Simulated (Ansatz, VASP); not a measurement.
# Ca: VASP beside Ansatz

Contents of INCAR:

```
SYSTEM = Ca
ALGO = Fast
EDIFF = 1E-7
ENCUT = 520
GGA = PS
ISIF = 2
ISMEAR = 0
LASPH = .True.
LCHARG = .False.
LREAL = .False.
LWAVE = .False.
NBANDS = 11
NELM = 100
PREC = Accurate
SIGMA = 0.15
```

KPOINTS

```
k-points
0
Gamma
  16 16 16
  0 0 0
```

The input POSCAR:

```
Ca
1.0
   -2.4192000000      2.4192000000      2.3296000000
    2.4192000000     -2.4192000000      2.3296000000
    2.4192000000      2.4192000000     -2.3296000000
Ca
1
Direct
    0.0000000000      0.0000000000      0.0000000000
```

Input for Ansatz:

```yaml
crystal:
  lattice:
    - [-2.4192, 2.4192, 2.3296]
    - [2.4192, -2.4192, 2.3296]
    - [2.4192, 2.4192, -2.3296]
  atoms:
    - { symbol: Ca, position: [0.0, 0.0, 0.0] }
basis:
  ecutwfc: 420
kpoints:
  mp_grid: { grid: [16, 16, 16] }
hamiltonian:
  xc: pbesol
scf:
  occupations: { method: gaussian, width: 0.15 }
output:
  forces: true
  stress: true
  eigenvalues: true
```

Change from the starting cell: strain +0.080 along x and y, +0.040 along z, atoms carried along.

Alike in both runs: task single point; functional PBEsol; k mesh 16 × 16 × 16; occupations gaussian, width 0.15 eV; no spin polarisation.

|  | VASP | Ansatz |
| --- | --- | --- |
| version | VASP 6.6.1 | Ansatz 0.2.0 |
| potentials or method | VASP PAW PBE potentials, release 64 (Ca_sv), cutoff 520 eV | scalar-relativistic, plane waves, PAW |
| valence electrons in the cell | 10 | 10 |

|  | VASP | Ansatz | Ansatz less VASP |
| --- | --- | --- | --- |
| gap on the k mesh at the Fermi level (eV) | none | none | - |
| pressure (GPa) | -3.2 | -3.2 | 0.00 |

VASP's potentials were made for PBE, not for PBEsol. A gap of «none» marks a metal or a gap that the smearing closes. With one functional, cell and mesh, what is left measures potentials, basis and numerics.
